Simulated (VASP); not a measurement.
A run of VASP 6.6.1 is set up as follows.

Contents of INCAR:

```
SYSTEM = Rh
ALGO = Normal
EDIFF = 1E-6
ENCUT = 400
GGA = AM
GGA_COMPAT = .False.
ISIF = 2
ISMEAR = 1
LASPH = .True.
LCHARG = .False.
LREAL = .False.
LWAVE = .False.
NELM = 120
PREC = Accurate
SIGMA = 0.1
```

Contents of KPOINTS:

```
k-points
0
Gamma
  14 14 8
```

The input POSCAR:

```
Rh
1.0
    2.7309790422      0.0000000000      0.0000000000
   -1.3654895211      2.3650972278      0.0000000000
    0.0000000000      0.0000000000      4.4284890000
Rh
2
Direct
    0.3333333333      0.6666666667      0.2500000000
    0.6666666667      0.3333333333      0.7500000000
```

Potentials or basis: VASP PAW PBE potentials, release 64 (Rh_pv).

Launch:

```bash
$ cat potpaw_PBE.64/Rh_pv/POTCAR > POTCAR
$ mpirun -np 1 vasp_std > vasp.out
```

Estimate the band gap on the k mesh.

zero (bands 15 and 16 overlap by 2.14 eV).

Predict the pressure.

-16.3 GPa.

Stress tensor (GPa, compression positive):
```
-15.95   0.00   0.00
  0.00 -15.95   0.00
  0.00   0.00 -17.10
```

Caveat: the cell stands under tension; the PAW data sets were made with another functional, which shifts forces and pressure a little.
